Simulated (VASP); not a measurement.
TaN: single point with PBEsol

TaN:

```
Ta N
1.0
     2.96632    0.00000    0.00000
    -1.48316    2.56891    0.00000
     0.00000    0.00000    5.86002
Ta N
2 2
Cartesian
  -0.0486 0.0000 0.0000
  0.0486 0.0000 2.9300
  0.0000 1.7126 1.4650
  1.4832 0.8563 4.3950
```

| Quantity | Value |
| --- | --- |
| Program | VASP 6.6.1 |
| Task | single point |
| Functional | PBEsol |
| Potentials or basis | VASP PAW PBE potentials, release 64 (Ta_pv, N) |
| Cutoff | 520 eV |
| k mesh | 15 × 15 × 8 |
| Occupations | gaussian, width 0.15 eV |
| Spin | no spin polarisation |

```json
{
  "Pressure": "-14.6 GPa",
  "Largest force": "0.605 eV/Å",
  "Band gap on the k mesh": "zero (band 16 reaches 8.30 eV, above the bottom of band 17 at 7.42 eV)"
}
```

Forces on the atoms (eV/Å):
```
Ta   0.605  0.000  0.000
Ta  -0.605  0.000  0.000
N    0.000 -0.012  0.000
N    0.000  0.012  0.000
```

Stress tensor (GPa, compression positive):
```
-18.66   0.00   0.00
  0.00 -18.79   0.00
  0.00   0.00  -6.41
```

Levels at points of the mesh, in eV from the Fermi level:
```tsv
k point	band 13	band 14	band 15	band 16	band 17	band 18	band 19	band 20
(0.00, 0.00, 0.00)	-3.42	-2.15	-2.15	-0.27	-0.27	0.35	0.36	2.67
(0.00, 0.00, 0.50)	-4.01	-4.01	-0.54	-0.54	0.88	0.88	0.88	0.88
```

Wall time 2.8 min on 1 thread of Intel(R) Xeon(R) Platinum 8488C (Sapphire Rapids), on a shared host, peak memory 0.4 GiB.

Caveat: the PAW data sets were made with another functional, which shifts forces and pressure a little; spin-orbit coupling is left out, which moves the levels of the heavy elements.
